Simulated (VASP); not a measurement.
A run of VASP 6.6.1 is set up as follows.

The input INCAR:

```
SYSTEM = Ge
  ALGO = Normal
  EDIFF = 1E-8
  ENCUT = 520
  GGA = PS
  ISIF = 2
  ISMEAR = -1
  LASPH = .TRUE.
  LCHARG = .FALSE.
  LEFG = .TRUE.
  LREAL = .FALSE.
  LWAVE = .FALSE.
  NBANDS = 21
  NELM = 100
  PREC = Accurate
  SIGMA = 0.05
```

KPOINTS

```
k-points
0
G
  11 11 11
  0 0 0
```

Contents of POSCAR:

```
Ge
1.0
    0.0282877000      2.8429138500      2.8429138500
    2.8429138500      0.0282877000      2.8429138500
    2.8429138500      2.8429138500      0.0282877000
Ge
2
Direct
    0.5000000000      0.5000000000      0.5000000000
    0.7500000000      0.7500000000      0.7500000000
```

Potentials or basis: VASP PAW PBE potentials, release 64 (Ge_d).

Launch:

```sh
$ cat potpaw_PBE.64/Ge_d/POTCAR > POTCAR
$ mpirun -np 1 vasp_std > vasp.out
```

(1) What does it give for the pressure?

(2) Estimate the band gap on the k mesh.

Answers

(1) 0.6 GPa.

(2) zero (filled and empty bands touch).

Caveat: the cell differs from its parent crystal (equal xy, yz and zx shear strains of +1 %); semilocal functionals underestimate gaps, so a narrow gap can read as zero; without QUAD_EFG the Cq values of the log hold for a quadrupole moment of 1 mb, not for the nuclei; the PAW data sets were made with another functional, which shifts forces and pressure a little.
